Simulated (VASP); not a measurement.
## Re: single point with LDA

Re:

```
CELL_PARAMETERS angstrom
2.74227 0.00000 0.00000
-1.37114 2.37488 0.00000
0.00000 0.00000 4.42828
ATOMIC_POSITIONS crystal
Re 0.66667 0.33333 0.75000
Re 0.33333 0.66667 0.25000
```

This cell differs from its parent crystal: volume scaled by 0.98.

```json
{"Program": "VASP 6.6.1", "Task": "single point", "Functional": "LDA", "Potentials or basis": "VASP PAW LDA potentials, release 64 (Re)", "Cutoff": "520 eV", "k mesh": "11 × 11 × 6", "Occupations": "fermi-dirac, width 0.05 eV", "Spin": "no spin polarisation"}
```

* Pressure: -1.1 GPa
* Band gap on the k mesh: zero (band 7 reaches 9.62 eV, above the bottom of band 8 at 6.31 eV)

Stress tensor (GPa, compression positive):
```
-0.91  0.00  0.00
 0.00 -0.91  0.00
 0.00  0.00 -1.41
```

Levels at points of the mesh, in eV from the Fermi level:
```
           k point  band 4  band 5  band 6  band 7  band 8  band 9  band 10  band 11
(0.00, 0.00, 0.00)   -1.68   -1.67   -0.81   -0.81    0.15    0.15     0.77     3.42
(0.00, 0.00, 0.50)   -2.45   -1.81   -1.81   -1.81   -1.81    2.59     2.59     2.59
```

Run time: 17 s on 1 thread of Intel(R) Xeon(R) Platinum 8259CL CPU @ 2.50GHz (Skylake/Cascade Lake) (shared host), peak memory 0.13 GiB.

Caveat: spin-orbit coupling is left out, which moves the levels of the heavy elements.
